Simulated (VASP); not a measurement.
A run of VASP 6.6.1:

INCAR

```
SYSTEM = Sn
PREC = Accurate
ENCUT = 520
EDIFF = 1E-6
ISMEAR = 0
SIGMA = 0.15
LREAL = .False.
LASPH = .True.
NELM = 60
ALGO = Fast
ISIF = 2
LWAVE = .False.
LCHARG = .False.
GGA = PS
NBANDS = 21
```

The input KPOINTS:

```
Automatic mesh
0
Gamma
  12 12 12
  0 0 0
```

POSCAR

```
Sn
1.0
    0.0000000000      3.3105120000      3.2456000000
    3.2456000000      0.0000000000      3.2456000000
    3.2456000000      3.3105120000      0.0000000000
Sn
2
Direct
    0.5000000000      0.5000000000      0.5000000000
    0.7500000000      0.7500000000      0.7500000000
```

Potentials or basis: VASP PAW PBE potentials, release 64 (Sn_d).

Run with:

```console
$ cat potpaw_PBE.64/Sn_d/POTCAR > POTCAR
$ mpirun -np 1 vasp_std > vasp.out
```

Hardware: 1 thread of Intel(R) Xeon(R) Platinum 8559C (Emerald Rapids) (shared host).

Question: Estimate the wall time of this run.

Answer: Wall time 110 s on 1 thread of Intel(R) Xeon(R) Platinum 8559C (Emerald Rapids), with other jobs on the host, peak memory 0.33 GiB. Counts: scf iterations 12, k points 163.
